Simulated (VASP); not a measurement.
The system is CaSe.

```xyz
2
Lattice="0.0000 3.2796 3.2796 3.2796 0.0000 3.2796 3.2796 3.2796 0.0000" Properties=species:S:1:pos:R:3 pbc="T T T"
Ca    0.0000    0.0000    0.0000
Se    1.6398    1.6398    1.6398
```

Base run:

* Program: VASP 6.6.1
* Functional: PBE
* Potentials or basis: VASP PAW PBE potentials, release 64 (Ca_sv, Se)
* Cutoff: 520 eV
* k mesh: 6 × 6 × 6
* Occupations: gaussian, width 0.01 eV
* Spin: no spin polarisation

Its results: band gap on the k mesh 3.21 eV, indirect (least direct gap 3.30 eV); pressure 0.6 GPa.

Task: The run is repeated on the same cell with these changes: functional from PBE to HSE06; k mesh from 6 × 6 × 6 to 4 × 4 × 4. What comes out?

Result: Band gap on the k mesh 4.09 eV, indirect (least direct gap 4.17 eV); pressure 0.3 GPa.

Several settings changed at once, so the effect can't be laid on one alone.

Caveats: the PAW data sets were made with another functional, which shifts forces and pressure a little (some runs).

A k mesh can miss the band edges.
